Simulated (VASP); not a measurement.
# PtSe2 (P-3m1) in VASP: notebook

PtSe2 is run at these levels: r2SCAN; tasks: single point.

All numbers are computed with VASP 6.6.1; they aren't measurements. Logs are shortened: lines on timing, memory, paths and dates and some standing lists are left out, and cuts for length are marked.

### Step 1. The cell of the first run

Symmetry: P-3m1, No. 164, trigonal system. The conventional cell has a = 3.718 Å, b = 3.718 Å, c = 5.816 Å, α = 90.00°, β = 90.00°, γ = 120.00°. Pt (site symmetry -3m) has 6 Se at 2.52 Å within 3.3 Å. Within 3.4 Å of Se (site symmetry 3m) lie 3 Pt at 2.52 Å and 3 Se at 3.39 Å.

### Step 2. Single point, r2SCAN

Contents of POSCAR:

```
PtSe2
1.0
    3.7177695729      0.0000000000      0.0000000000
   -1.8588847864      3.2196828955      0.0000000000
    0.0000000000      0.0000000000      5.8156219095
Pt Se
1 2
Direct
    0.0000000000      0.0000000000      0.0000000000
    0.3333333333      0.6666666667      0.2254110361
    0.6666666667      0.3333333333      0.7745889639
```

Contents of INCAR.step1:

```
SYSTEM = PtSe2
ALGO = Normal
EDIFF = 1E-4
ENCUT = 520
GGA = PE
ISMEAR = 0
LASPH = .TRUE.
LCHARG = .FALSE.
LREAL = .FALSE.
LWAVE = .TRUE.
NBANDS = 18
NELM = 80
PREC = Accurate
SIGMA = 0.02
```

Contents of INCAR.step2:

```
SYSTEM = PtSe2
ALGO = Normal
EDIFF = 1E-7
ENCUT = 520
ISIF = 2
ISMEAR = 0
ISTART = 1
LASPH = .TRUE.
LCHARG = .FALSE.
LMIXTAU = .TRUE.
LREAL = .FALSE.
LWAVE = .FALSE.
METAGGA = R2SCAN
NBANDS = 18
NELM = 80
PREC = Accurate
SIGMA = 0.02
```

Contents of KPOINTS:

```
k-points
0
G
  12 12 6
  0 0 0
```

Potentials or basis: VASP PAW PBE potentials, release 64 (Pt, Se).

Command:

```
> cat potpaw_PBE.64/Pt/POTCAR potpaw_PBE.64/Se/POTCAR > POTCAR
> cp INCAR.step1 INCAR
> mpirun -np 1 vasp_std > vasp.out
> cp INCAR.step2 INCAR
> mpirun -np 1 vasp_std > vasp.out
```

OUTCAR:

```text
SYSTEM = PtSe2
   EDIFF = 1E-7
   ENCUT = 520
   ISIF = 2
   ISMEAR = 0
   ISTART = 1
   LASPH = .TRUE.
   LREAL = .FALSE.
   METAGGA = R2SCAN
   NELM = 80
   PREC = Accurate

 ion  position               nearest neighbor table
   1  0.000  0.000  0.000-   2 2.52   3 2.52   2 2.52   3 2.52   3 2.52   2 2.52
   2  0.333  0.667  0.225-   1 2.52   1 2.52   1 2.52
   3  0.667  0.333  0.775-   1 2.52   1 2.52   1 2.52

  LATTYP: Found a hexagonal cell.
 ALAT       =     3.7177695729
 C/A-ratio  =     1.5642771278

  Lattice vectors:

 A1 = (   3.7177695729,   0.0000000000,   0.0000000000)
 A2 = (  -1.8588847864,   3.2196828955,   0.0000000000)
 A3 = (   0.0000000000,   0.0000000000,   5.8156219095)

Analysis of symmetry for initial positions (statically):
=====================================================================
 Subroutine PRICEL returns:
 Original cell was already a primitive cell.

 Routine SETGRP: Setting up the symmetry group for a
 hexagonal supercell.

 Subroutine GETGRP returns: Found 12 space group operations
 (whereof 12 operations were pure point group operations)
 out of a pool of 24 trial point group operations.

The static configuration has the point symmetry D_3d.

Analysis of symmetry for dynamics (positions and initial velocities):
=====================================================================
 Subroutine PRICEL returns:
 Original cell was already a primitive cell.

 Routine SETGRP: Setting up the symmetry group for a
 hexagonal supercell.

 Subroutine GETGRP returns: Found 12 space group operations
 (whereof 12 operations were pure point group operations)
 out of a pool of 24 trial point group operations.

The dynamic configuration has the point symmetry D_3d.

 Subroutine INISYM returns: Found 12 space group operations
 (whereof 12 operations are pure point group operations),
 and found     1 'primitive' translations

----------------------------------------------------------------------------------------

                                     Primitive cell

  volume of cell :      69.6132

  direct lattice vectors                    reciprocal lattice vectors
     3.717769573  0.000000000  0.000000000     0.268978478  0.155294796  0.000000000
    -1.858884786  3.219682896  0.000000000     0.000000000  0.310589593  0.000000000
[... 85 lines left out ...]
   ENCUT  =  520.0 eV  38.22 Ry    6.18 a.u.   6.91  6.91 10.81*2*pi/ulx,y,z
   NELM   =     80;   NELMIN=  2; NELMDL=  0     # of ELM steps
   EDIFF  = 0.1E-06   stopping-criterion for ELM
   LREAL  =      F    real-space projection
   EDIFFG = 0.1E-05   stopping-criterion for IOM
   NSW    =      0    number of steps for IOM
   IBRION =     -1    ionic relax: 0-MD 1-quasi-New 2-CG
   NFREE  =      0    steps in history (QN), initial steepest desc. (CG)
   ISIF   =      2    stress and relaxation
   ISYM   =      2    0-nonsym 1-usesym 2-fastsym
   POTIM  = 0.5000    time-step for ionic-motion
   TEBEG  =    0.0;   TEEND  =   0.0 temperature during run
   PSTRESS=    0.0 pullay stress
   NELECT =      22.0000    total number of electrons
   NUPDOWN=      -1.0000    fix difference up-down
   EMIN   =  10.00;   EMAX   =-10.00  energy-range for DOS
   EFERMI =   0.00;   METHOD = LEGACY
   ISMEAR =     0;   SIGMA  =   0.02  broadening in eV -4-tet -1-fermi 0-gaus
   EFERMI_NEDOS =   21; number of points for ismear=-14 and -15
   IALGO  =     38    algorithm
   IMIX   =      4    mixing-type and parameters
     AMIX     =   0.40;   BMIX     =  1.00
     AMIX_MAG =   1.60;   BMIX_MAG =  1.00
  volume/ion in A,a.u.               =      23.20       156.59
  Fermi-wavevector in a.u.,A,eV,Ry     =   1.115112  2.107256 16.918501  1.243475
  Thomas-Fermi vector in A             =   2.251714
   LORBIT       =      0    0 simple, 1 ext, 2 COOP (PROOUT), +10 PAW based schemes
   METAGGA = R2SCAN    functional components
   LHFCALC =     F    Hartree Fock is set to
   AEXX    =    0.0000 exact exchange contribution
   IVDW    =     0    specifies the selected vdW correction
   LEPSILON=     F    determine dielectric tensor
   LRPA    =     F    only Hartree local field effects (RPA)
 non-spin polarized calculation
 Gauss-broadening in eV      SIGMA  =   0.02
  energy-cutoff  :      520.00
  volume of cell :       69.61
 maximum number of plane-waves:      1891
   NGX = 13   NGY = 13   NGZ = 21

 number of electron      21.9999998 magnetization

 Free energy of the ion-electron system (eV)
  ---------------------------------------------------
  ext. energy  EPLUGINS =         0.00000000
  ---------------------------------------------------
  free energy    TOTEN  =       -81.49809718 eV

  energy without entropy =      -81.49809718  energy(sigma->0) =      -81.49809718

 E-fermi :   4.4475     XC(G=0): -10.3880

 val. band max:        4.3386707011   @ k =   0.0833  -0.0000   0.0000
 cond. band min:       4.9043537842   @ k =   0.0000   0.2500   0.3333
 fundamental gap:      0.5656830831
 Fermi energy:         4.4475362659

 k-point     1 :       0.0000    0.0000    0.0000
  band No.  band energies     occupation
      1     -10.9725      2.00000
      2      -8.8189      2.00000
      3      -2.0425      2.00000
      4      -1.6092      2.00000
      5      -1.6092      2.00000
      6       0.6958      2.00000
[... 481 lines left out ...]
      5      -1.3268      2.00000
      6       0.1893      2.00000
[... 10 lines left out ...]
     17      13.7239      0.00000
     18      13.8702      0.00000

 [... further k-points ...]

------------------------ aborting loop because EDIFF is reached ----------------------------------------

  FORCE on cell =-STRESS in cart. coord.  units (eV):
  Direction    XX          YY          ZZ          XY          YZ          ZX
  --------------------------------------------------------------------------------------
  -------------------------------------------------------------------------------------
  Total        0.0362173      0.0362173      0.0217933      0.0000000      0.0000000      0.0000000
  in kB        0.8335571      0.8335571      0.5015822      0.0000000      0.0000000      0.0000000
  external PRESSURE =       0.7228988 kB  Pullay stress =       0.0000000 kB

 VOLUME and BASIS-vectors are now :
 -----------------------------------------------------------------------------
  energy-cutoff  :      520.00
  volume of cell :       69.61
      direct lattice vectors                 reciprocal lattice vectors
     3.717769573  0.000000000  0.000000000     0.268978478  0.155294796  0.000000000
    -1.858884786  3.219682896  0.000000000     0.000000000  0.310589593  0.000000000
     0.000000000  0.000000000  5.815621909     0.000000000  0.000000000  0.171950656

 POSITION                                       TOTAL-FORCE (eV/Angst)
 -----------------------------------------------------------------------------------
      0.00000      0.00000      0.00000        -0.000000      0.000000      0.000000
     -0.00000      2.14646      1.31091        -0.000000      0.000000      0.010036
      1.85888      1.07323      4.50472         0.000000     -0.000000     -0.010036
 -----------------------------------------------------------------------------------
    total drift:                                0.000000      0.000000     -0.000000

  FREE ENERGIE OF THE ION-ELECTRON SYSTEM (eV)
  ---------------------------------------------------
  free  energy   TOTEN  =       -81.4980971827 eV

  energy  without entropy=      -81.4980971827  energy(sigma->0) =      -81.49809718
```

OSZICAR.step1:

```text
N       E                     dE             d eps       ncg     rms          rms(c)
DAV:   1     0.112875931138E+03    0.11288E+03   -0.98974E+03  3648   0.106E+03
DAV:   2    -0.960310366570E+01   -0.12248E+03   -0.11846E+03  4420   0.208E+02
DAV:   3    -0.150729169149E+02   -0.54698E+01   -0.54334E+01  4446   0.444E+01
DAV:   4    -0.151197988339E+02   -0.46882E-01   -0.46863E-01  4468   0.443E+00
DAV:   5    -0.151203818441E+02   -0.58301E-03   -0.58300E-03  4410   0.483E-01    0.124E+01
DAV:   6    -0.144972292233E+02    0.62315E+00   -0.40530E+00  3706   0.191E+01    0.705E+00
DAV:   7    -0.143002825744E+02    0.19695E+00   -0.80100E-01  3686   0.882E+00    0.367E+00
DAV:   8    -0.142839829448E+02    0.16300E-01   -0.50166E-02  4048   0.158E+00    0.761E-01
DAV:   9    -0.142815118119E+02    0.24711E-02   -0.79449E-03  4010   0.880E-01    0.182E-01
DAV:  10    -0.142818050346E+02   -0.29322E-03   -0.14641E-03  4150   0.235E-01    0.499E-02
DAV:  11    -0.142818067835E+02   -0.17489E-05   -0.60793E-05  2538   0.669E-02
   1 F= -.14281807E+02 E0= -.14281807E+02  d E =-.255118E-28
```

It took 4.4 min on 1 thread of Intel Xeon 6975P-C (Granite Rapids), shared host; peak memory 0.28 GiB.

Results:

| Item | Value |
| --- | --- |
| Free energy | -81.4981 eV |
| Pressure | 0.1 GPa |
| Largest force | 0.010 eV/Å |
| Band gap on the k mesh | 0.57 eV (least direct gap 0.94 eV) |

Forces on the atoms (eV/Å):
```
Pt   0.000  0.000  0.000
Se   0.000  0.000  0.010
Se   0.000  0.000 -0.010
```

Caveat: the PAW data sets were made with another functional, which shifts forces and pressure a little; spin-orbit coupling is left out, which moves the levels of the heavy elements. A k mesh can miss the band edges.

### Step 3. Single point, r2SCAN (23.90 Å³/atom)

This run uses another cell than the first one, of 23.90 Å³/atom.

Contents of POSCAR:

```
PtSe2
1.0
    3.7181106376      0.0000000000      0.0000000000
   -1.8590553188      3.2199782663      0.0000000000
    0.0000000000      0.0000000000      5.9889916673
Pt Se
1 2
Direct
    0.0000000000      0.0000000000      0.0000000000
    0.3333333333      0.6666666667      0.2191389756
    0.6666666667      0.3333333333      0.7808610244
```

Contents of INCAR.step1:

```
PREC = Accurate
ENCUT = 520
ISMEAR = 0
SIGMA = 0.02
LREAL = False
LASPH = True
NELM = 100
NBANDS = 18
GGA = PE
ALGO = Normal
EDIFF = 1E-4
LWAVE = True
LCHARG = False
```

Contents of INCAR.step2:

```
PREC = Accurate
ENCUT = 520
EDIFF = 1E-7
ISMEAR = 0
SIGMA = 0.02
LREAL = False
LASPH = True
NELM = 100
ALGO = Normal
ISIF = 2
LWAVE = False
LCHARG = False
METAGGA = R2SCAN
LMIXTAU = True
NBANDS = 18
ISTART = 1
```

Contents of KPOINTS:

```
Automatic mesh
0
Gamma
  12 12 6
```

Potentials or basis: VASP PAW PBE potentials, release 64 (Pt, Se).

Command:

```
> cat potpaw_PBE.64/Pt/POTCAR potpaw_PBE.64/Se/POTCAR > POTCAR
> cp INCAR.step1 INCAR
> mpirun -np 1 vasp_std > vasp.out
> cp INCAR.step2 INCAR
> mpirun -np 1 vasp_std > vasp.out
```

Run time: 4 min. Hardware: 1 thread of Intel Xeon 6975P-C (Granite Rapids), shared host; peak memory 0.29 GiB.

Results (log left out):

- Free energy: -81.4967 eV
- Pressure: -0.3 GPa
- Largest force: 0.006 eV/Å
- Band gap on the k mesh: 0.71 eV (least direct gap 1.05 eV)

Forces on the atoms (eV/Å):
```
Pt   0.000  0.000  0.000
Se   0.000  0.000  0.006
Se   0.000  0.000 -0.006
```

Levels at points of the mesh, in eV from the valence-band top:
```tsv
k point	band 9	band 10	band 11	band 12	band 13	band 14
(0.00, 0.00, 0.00)	-0.50	-0.50	-0.09	2.54	2.54	4.83
(0.50, 0.00, 0.00)	-2.49	-2.48	-2.47	1.76	2.57	5.02
(0.00, 0.00, 0.50)	-1.48	-0.59	-0.59	2.73	2.73	5.67
(0.50, 0.00, 0.50)	-2.63	-2.33	-1.50	2.18	2.21	4.63
```

Caveat: the PAW data sets were made with another functional, which shifts forces and pressure a little; spin-orbit coupling is left out, which moves the levels of the heavy elements.

### Step 4. Single point, r2SCAN (24.60 Å³/atom)

This run uses another cell than the first one, of 24.60 Å³/atom.

Contents of POSCAR:

```
PtSe2
1.0
    3.7167830372      0.0000000000      0.0000000000
   -1.8583915186      3.2188285306      0.0000000000
    0.0000000000      0.0000000000      6.1678321429
Pt Se
1 2
Direct
    0.0000000000      0.0000000000      0.0000000000
    0.3333333333      0.6666666667      0.2130254543
    0.6666666667      0.3333333333      0.7869745457
```

Contents of INCAR.step1:

```
ALGO     = Normal         # electronic algorithm
EDIFF    = 1E-4           # SCF threshold, eV
ENCUT    = 520            # plane-wave cutoff, eV
GGA      = PE             # functional
ISMEAR   = 0              # smearing method
LASPH    = True           # aspherical terms in the spheres
LCHARG   = False          # write CHGCAR
LREAL    = False          # projectors in reciprocal space
LWAVE    = True           # write WAVECAR
NBANDS   = 18             # bands
NELM     = 80             # most SCF steps
PREC     = Accurate       # precision mode
SIGMA    = 0.02           # smearing width, eV
```

Contents of INCAR.step2:

```
ALGO     = Normal         # electronic algorithm
EDIFF    = 1E-7           # SCF threshold, eV
ENCUT    = 520            # plane-wave cutoff, eV
ISIF     = 2              # what is computed and relaxed
ISMEAR   = 0              # smearing method
ISTART   = 1            
LASPH    = True           # aspherical terms in the spheres
LCHARG   = False          # write CHGCAR
LMIXTAU  = True         
LREAL    = False          # projectors in reciprocal space
LWAVE    = False          # write WAVECAR
METAGGA  = R2SCAN         # meta-GGA
NBANDS   = 18             # bands
NELM     = 80             # most SCF steps
PREC     = Accurate       # precision mode
SIGMA    = 0.02           # smearing width, eV
```

Contents of KPOINTS:

```
k-points
0
Gamma
  12 12 6
```

Command:

```
> cat potpaw_PBE.64/Pt/POTCAR potpaw_PBE.64/Se/POTCAR > POTCAR
> cp INCAR.step1 INCAR
> mpirun -np 1 vasp_std > vasp.out
> cp INCAR.step2 INCAR
> mpirun -np 1 vasp_std > vasp.out
```

Wall time 4 min (1 thread of Intel Xeon 6975P-C (Granite Rapids), shared host); peak memory 0.29 GiB.

It converged, with:

* Free energy: -81.4927 eV
* Pressure: -0.4 GPa
* Largest force: 0.006 eV/Å
* Band gap on the k mesh: 0.85 eV (least direct gap 1.15 eV)

Forces on the atoms (eV/Å):
```
Pt   0.000  0.000  0.000
Se   0.000  0.000  0.006
Se   0.000  0.000 -0.006
```

Levels at points of the mesh, in eV from the valence-band top:
| k point | band 8 | band 9 | band 10 | band 11 | band 12 | band 13 | band 14 | band 15 |
| --- | --- | --- | --- | --- | --- | --- | --- | --- |
| (0.00, 0.00, 0.00) | -1.92 | -0.39 | -0.39 | -0.14 | 2.68 | 2.68 | 4.86 | 5.58 |
| (0.50, 0.00, 0.00) | -2.78 | -2.39 | -2.34 | -2.26 | 1.94 | 2.63 | 5.05 | 6.53 |
| (0.00, 0.00, 0.50) | -1.73 | -1.43 | -0.45 | -0.45 | 2.82 | 2.82 | 5.75 | 6.64 |
| (0.50, 0.00, 0.50) | -2.85 | -2.50 | -2.23 | -1.48 | 2.31 | 2.35 | 4.68 | 6.00 |

Caveat: the PAW data sets were made with another functional, which shifts forces and pressure a little; spin-orbit coupling is left out, which moves the levels of the heavy elements. A k mesh can miss the band edges.

### Step 5. Overview

```csv
cell,gap on the mesh (eV),pressure (GPa),largest force (eV/Å)
"a = 3.718, b = 3.718, c = 5.816 Å, angles 90.0, 90.0, 120.0°, 3 atoms, atomic positions A",0.57,0.1,0.01
"a = 3.718, b = 3.718, c = 5.989 Å, angles 90.0, 90.0, 120.0°, 3 atoms, atomic positions B",0.71,-0.3,0.01
"a = 3.717, b = 3.717, c = 6.168 Å, angles 90.0, 90.0, 120.0°, 3 atoms, atomic positions C",0.85,-0.4,0.01
```

Alike in all rows: task single point; level r2SCAN; potentials or basis VASP PAW PBE potentials, release 64 (Pt, Se); no spin polarisation; k mesh 12 × 12 × 6; cutoff (eV) 520; smearing gaussian 0.02 eV.

Caveats: the PAW data sets were made with another functional, which shifts forces and pressure a little; spin-orbit coupling is left out, which moves the levels of the heavy elements.

Total energies depend on the potentials used, so only differences within one code and one set of settings carry meaning.
